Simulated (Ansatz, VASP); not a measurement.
**TiC: VASP beside Ansatz**

```
Ti C
1.0
     0.00000    2.16646    2.16646
     2.16646    0.00000    2.16646
     2.16646    2.16646    0.00000
Ti C
1 1
Direct
  0.00000 0.00000 0.00000
  0.58655 0.58655 0.41345
```

Change from the starting cell: all C atoms moved +0.375 Å, as atom 2 along Cartesian [0 0 1].

Alike in both runs: task single point; functional PBE; k mesh 24 × 24 × 24; occupations gaussian, width 0.15 eV; no spin polarisation.

```csv
,VASP,Ansatz
version,VASP 6.6.1,Ansatz 0.2.0
potentials or method,"VASP PAW PBE potentials, release 64 (Ti_sv, C), cutoff 520 eV","scalar-relativistic, plane waves, PAW"
valence electrons in the cell,16,16
```

```csv
,VASP,Ansatz,Ansatz less VASP
gap on the k mesh at the Fermi level (eV),none,none,-
pressure (GPa),18.7,18.5,-0.25
"traceless stress, the component that is largest in VASP (GPa)",33.78,33.41,-0.376
rms of the force components (eV/Å),2.876,2.853,-0.0237
```

Atom by atom the forces differ by 0.024 eV/Å (rms over components). A gap of «none» marks a metal or a gap that the smearing closes. With one functional, cell and mesh, what is left measures potentials, basis and numerics.
